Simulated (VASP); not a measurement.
# Mg2Ti2N in VASP: relaxation of the atoms with LDA

Aim: the relaxation of the atoms of Mg2Ti2N with LDA.

Program: VASP 6.6.1. These are calculated values, not measurements. Logs are shortened: lines on timing, memory, paths and dates and some standing lists are left out, and cuts for length are marked.

### 1 The cell of the first run

The cell holds a slab with vacuum, 5 atoms: a = 2.894 Å, b = 2.894 Å, c = 22.888 Å, α = 90.00°, β = 90.00°, γ = 120.00°.

### 2 Relaxation of the atoms, LDA

Input file INCAR:

```
SYSTEM = Mg2Ti2N
PREC = Accurate ; ENCUT = 520
EDIFF = 1E-7 ; ISMEAR = -1
SIGMA = 0.1 ; LREAL = .False.
LASPH = .True. ; NELM = 120
ALGO = Normal ; ISIF = 2
LWAVE = .False. ; LCHARG = .False.
LDIPOL = .True. ; IDIPOL = 3
DIPOL = 0.5 0.5 0.508 ; GGA = CA
IBRION = 2 ; NSW = 45
EDIFFG = -0.05 ; GGA_COMPAT = .False.
NELMIN = 4 ; NELMDL = -8
```

Input file KPOINTS:

```
regular mesh
0
Gamma
  7 7 1
  0 0 0
```

Input file POSCAR:

```
Mg2Ti2N
1.0
    2.8943431300      0.0000000000      0.0000000000
   -1.4471715600      2.5065746700      0.0000000000
    0.0000000000      0.0000000000     22.8883815000
Mg Ti N
2 2 1
Selective dynamics
Direct
    0.0000000000      0.0000000000      0.2839868778  F F F
    0.0000000000      0.0000000000      0.5137506555  F F F
    0.6666666700      0.3333333300      0.3988687667  F F F
    0.6666666700      0.3333333300      0.6286325444  F F F
    1.1666666700      0.3333333300      0.7160131222  T T T
```

Potentials or basis: VASP PAW LDA potentials, release 64 (Mg, Ti_sv, N).

The run is started by

```bash
$ cat potpaw_LDA.64/Mg/POTCAR potpaw_LDA.64/Ti_sv/POTCAR potpaw_LDA.64/N/POTCAR > POTCAR
$ mpirun -np 1 vasp_std > vasp.out
```

OUTCAR:

```text
SYSTEM = Mg2Ti2N
   PREC = Accurate
   ENCUT = 520
   EDIFF = 1E-7
   ISMEAR = -1
   LREAL = .False.
   LASPH = .True.
   NELM = 120
   ISIF = 2
   GGA = CA
   IBRION = 2
   NSW = 45
   EDIFFG = -0.05
   NELMIN = 4
   NELMDL = -8

 ion  position               nearest neighbor table
   1  0.000  0.000  0.284-   3 3.12   3 3.12   3 3.12
   2  0.000  0.000  0.514-   3 3.12   4 3.12   3 3.12   4 3.12   3 3.12   4 3.12
   3  0.667  0.333  0.399-   2 3.12   1 3.12   2 3.12   1 3.12   2 3.12   1 3.12
   4  0.667  0.333  0.629-   2 3.12   2 3.12   2 3.12
   5  0.167  0.333  0.716-

  LATTYP: Found a hexagonal cell.
 ALAT       =     2.8943431300
 C/A-ratio  =     7.9079709875

  Lattice vectors:

 A1 = (   2.8943431300,   0.0000000000,   0.0000000000)
 A2 = (  -1.4471715600,   2.5065746700,   0.0000000000)
 A3 = (   0.0000000000,   0.0000000000,  22.8883815000)

Analysis of symmetry for initial positions (statically):
=====================================================================
 Subroutine PRICEL returns:
 Original cell was already a primitive cell.

 Routine SETGRP: Setting up the symmetry group for a
 hexagonal supercell.

 Subroutine GETGRP returns: Found  2 space group operations
 (whereof  2 operations were pure point group operations)
 out of a pool of 24 trial point group operations.

The static configuration has the point symmetry C_1h.

Analysis of symmetry for dynamics (positions and initial velocities):
=====================================================================
 Subroutine PRICEL returns:
 Original cell was already a primitive cell.

 Routine SETGRP: Setting up the symmetry group for a
 hexagonal supercell.

 Subroutine GETGRP returns: Found  2 space group operations
 (whereof  2 operations were pure point group operations)
 out of a pool of 24 trial point group operations.

The dynamic configuration has the point symmetry C_1h.

Analysis of constrained symmetry for selective dynamics:
=====================================================================
 Subroutine PRICEL returns:
 Original cell was already a primitive cell.

 Routine SETGRP: Setting up the symmetry group for a
 hexagonal supercell.

 Subroutine GETGRP returns: Found  2 space group operations
 (whereof  2 operations were pure point group operations)
 out of a pool of 24 trial point group operations.

The constrained configuration has the point symmetry C_1h.

 Subroutine INISYM returns: Found  2 space group operations
 (whereof  2 operations are pure point group operations),
 and found     1 'primitive' translations

----------------------------------------------------------------------------------------

                                     Primitive cell

  volume of cell :     166.0526

  direct lattice vectors                    reciprocal lattice vectors
     2.894343130  0.000000000  0.000000000     0.345501537  0.199475405  0.000000000
    -1.447171560  2.506574670  0.000000000     0.000000000  0.398950812  0.000000000
     0.000000000  0.000000000 22.888381500     0.000000000  0.000000000  0.043690289

  length of vectors
     2.894343130  2.894343121 22.888381500     0.398950811  0.398950812  0.043690289

  position of ions in fractional coordinates (direct lattice)
     0.000000000  0.000000000  0.283986878
     0.000000000  0.000000000  0.513750655
     0.666666670  0.333333330  0.398868767
     0.666666670  0.333333330  0.628632544
     0.166666670  0.333333330  0.716013122

  ion indices of the primitive-cell ions
   primitive index   ion index
                 1           1
                 2           2
                 3           3
                 4           4
                 5           5
[... 34 lines left out ...]
  0.428571  0.000000  0.000000      4.000000
[... 8 lines left out ...]
  0.285714  0.285714  0.000000      4.000000
  0.428571  0.285714  0.000000      2.000000
   k-points           NKPTS =     16   k-points in BZ     NKDIM =     16   number of bands    NBANDS=     20
   number of dos      NEDOS =    301   number of ions     NIONS =      5
   total plane-waves  NPLWV = 103680
   dimension x,y,z NGX =    24 NGY =   24 NGZ =  180
   dimension x,y,z NGXF=    48 NGYF=   48 NGZF=  360
   ions per type =               2   2   1
   NGX,Y,Z   is equivalent  to a cutoff of  13.79, 13.79, 13.07 a.u.
   NGXF,Y,Z  is equivalent  to a cutoff of  27.57, 27.57, 26.15 a.u.
 SYSTEM =  Mg2Ti2N
   PREC   = accura    normal or accurate (medium, high low for compatibility)
   ISTART =      0    job   : 0-new  1-cont  2-samecut
   ICHARG =      2    charge: 1-file 2-atom 10-const
   ISPIN  =      1    spin polarized calculation?
   LNONCOLLINEAR =      F non collinear calculations
   LSORBIT =      F    spin-orbit coupling
   LASPH  =      T    aspherical Exc in radial PAW
   ENCUT  =  520.0 eV  38.22 Ry    6.18 a.u.   5.38  5.38 42.56*2*pi/ulx,y,z
   NELM   =    120;   NELMIN=  4; NELMDL= -8     # of ELM steps
   EDIFF  = 0.1E-06   stopping-criterion for ELM
   LREAL  =      F    real-space projection
   EDIFFG = -.5E-01   stopping-criterion for IOM
   NSW    =     45    number of steps for IOM
   IBRION =      2    ionic relax: 0-MD 1-quasi-New 2-CG
   NFREE  =      1    steps in history (QN), initial steepest desc. (CG)
   ISIF   =      2    stress and relaxation
   ISYM   =      2    0-nonsym 1-usesym 2-fastsym
   POTIM  = 0.5000    time-step for ionic-motion
   TEBEG  =    0.0;   TEEND  =   0.0 temperature during run
   PSTRESS=    0.0 pullay stress
   NELECT =      33.0000    total number of electrons
   NUPDOWN=      -1.0000    fix difference up-down
   EMIN   =  10.00;   EMAX   =-10.00  energy-range for DOS
   EFERMI =   0.00;   METHOD = LEGACY
   ISMEAR =    -1;   SIGMA  =   0.10  broadening in eV -4-tet -1-fermi 0-gaus
   EFERMI_NEDOS =   21; number of points for ismear=-14 and -15
   IALGO  =     38    algorithm
   IMIX   =      4    mixing-type and parameters
     AMIX     =   0.40;   BMIX     =  1.00
     AMIX_MAG =   1.60;   BMIX_MAG =  1.00
  volume/ion in A,a.u.               =      33.21       224.12
  Fermi-wavevector in a.u.,A,eV,Ry     =   0.955354  1.805357 12.418049  0.912701
  Thomas-Fermi vector in A             =   2.084184
   LORBIT       =      0    0 simple, 1 ext, 2 COOP (PROOUT), +10 PAW based schemes
   GGA     = CA    functional components
   LHFCALC =     F    Hartree Fock is set to
   AEXX    =    0.0000 exact exchange contribution
   IVDW    =     0    specifies the selected vdW correction
   LEPSILON=     F    determine dielectric tensor
   LRPA    =     F    only Hartree local field effects (RPA)
 conjugate gradient relaxation of ions
 non-spin polarized calculation
  energy-cutoff  :      520.00
  volume of cell :      166.05
 maximum number of plane-waves:      4549
 NGX is ok and might be reduce to    24
   NGX = 11   NGY = 11   NGZ = 85

--------------------------------------- Ionic step        1  -------------------------------------------

 number of electron      32.9999996 magnetization

 Free energy of the ion-electron system (eV)
  ---------------------------------------------------
  ext. energy  EPLUGINS =         0.00000000
  ---------------------------------------------------
  free energy    TOTEN  =       -24.87465527 eV

  energy without entropy =      -24.65576928  energy(sigma->0) =      -24.76521227

------------------------ aborting loop because EDIFF is reached ----------------------------------------

  FORCE on cell =-STRESS in cart. coord.  units (eV):
  Direction    XX          YY          ZZ          XY          YZ          ZX
  --------------------------------------------------------------------------------------
  -------------------------------------------------------------------------------------
  Total       -4.5644749     -3.4488372    -10.6735395     -0.0000000      0.0174199      0.0000000
  in kB      -44.0408469    -33.2764913   -102.9848393     -0.0000001      0.1680780      0.0000000
  external PRESSURE =     -60.1007258 kB  Pullay stress =       0.0000000 kB
[... 182 lines left out ...]
--------------------------------------- Ionic step        6  -------------------------------------------

 number of electron      32.9999996 magnetization

 E-fermi :   0.0359     XC(G=0):  -5.7369

 val. band max:        0.0215807528   @ k =  -0.2857   0.1429   0.0000
 cond. band min:       0.1159489390   @ k =   0.1429   0.1429   0.0000
 fundamental gap:      0.0943681862
 Fermi energy:         0.0359361140

 k-point     1 :       0.0000    0.0000    0.0000
  band No.  band energies     occupation
      1     -56.1256      2.00000
      2     -55.7488      2.00000
      3     -32.9638      2.00000
      4     -32.8469      2.00000
      5     -32.4116      2.00000
      6     -32.4016      2.00000
[... 389 lines left out ...]
  FREE ENERGIE OF THE ION-ELECTRON SYSTEM (eV)
  ---------------------------------------------------
  free  energy   TOTEN  =       -27.3193157894 eV

  energy  without entropy=      -27.1828800660  energy(sigma->0) =      -27.25109793

 dipolmoment           0.000000      0.000000     -0.099071 electrons x Angstroem

--------------------------------------- Ionic step        7  -------------------------------------------

 number of electron      32.9999996 magnetization

------------------------ aborting loop because EDIFF is reached ----------------------------------------
[... 34 lines left out ...]
--------------------------------------- Ionic step        8  -------------------------------------------

 number of electron      32.9999996 magnetization

 dipolmoment           0.000000      0.000000      0.130603 electrons x Angstroem

 Free energy of the ion-electron system (eV)
  ---------------------------------------------------
  ext. energy  EPLUGINS =         0.00000000
  ---------------------------------------------------
  free energy    TOTEN  =       -29.25124279 eV

  energy without entropy =      -29.09846656  energy(sigma->0) =      -29.17485468

 E-fermi :  -0.6211     XC(G=0):  -5.8278

 val. band max:       -0.6553920760   @ k =   0.0000   0.4286   0.0000
 cond. band min:      -0.5723183921   @ k =  -0.2857   0.1429   0.0000
 fundamental gap:      0.0830736839
 Fermi energy:        -0.6210816219

 k-point     1 :       0.0000    0.0000    0.0000
  band No.  band energies     occupation
      1     -56.7666      2.00000
      2     -56.3373      2.00000
      3     -33.4811      2.00000
      4     -33.0848      2.00000
      5     -33.0575      2.00000
      6     -33.0490      2.00000
[... 357 lines left out ...]
     19      -0.1258      0.01403
     20       0.3998      0.00007

------------------------ aborting loop because EDIFF is reached ----------------------------------------

 vacuum level on the upper side and lower side of the slab       (xc-potential included)         1.413        -1.831

  FORCE on cell =-STRESS in cart. coord.  units (eV):
  Direction    XX          YY          ZZ          XY          YZ          ZX
  --------------------------------------------------------------------------------------
  -------------------------------------------------------------------------------------
  Total        7.1436112     -0.6408193     -1.4700499     -0.0000000      0.0031110      0.0000000
  in kB       68.9259316     -6.1830165    -14.1839407     -0.0000000      0.0300169      0.0000000
  external PRESSURE =      16.1863248 kB  Pullay stress =       0.0000000 kB
[... 20 lines left out ...]
  FREE ENERGIE OF THE ION-ELECTRON SYSTEM (eV)
  ---------------------------------------------------
  free  energy   TOTEN  =       -29.2512427908 eV

  energy  without entropy=      -29.0984665649  energy(sigma->0) =      -29.17485468

 reached required accuracy - stopping structural energy minimisation

 vacuum level on the upper side and lower side of the slab         6.831         3.505
```

Wall time 13 min (1 thread of Intel Xeon Platinum 8259CL at 2.50GHz (Skylake/Cascade Lake), shared host); peak memory 0.29 GiB.

What came out:

| Item | Value |
| --- | --- |
| Free energy | -29.2512 eV |
| Band gap on the k mesh | zero (an odd number of electrons rules out a gap without spin polarisation) |

Final structure:
```
Mg Ti N
1.0
     2.89434    0.00000    0.00000
    -1.44717    2.50657    0.00000
     0.00000    0.00000   22.88838
Mg Ti N
2 2 1
Direct
  0.00000 0.00000 0.28399
  0.00000 0.00000 0.51375
  0.66667 0.33333 0.39887
  0.66667 0.33333 0.62863
  0.16673 0.33347 0.67275
```

The gap in the log of VASP goes by the Fermi energy; the results here count the filled bands.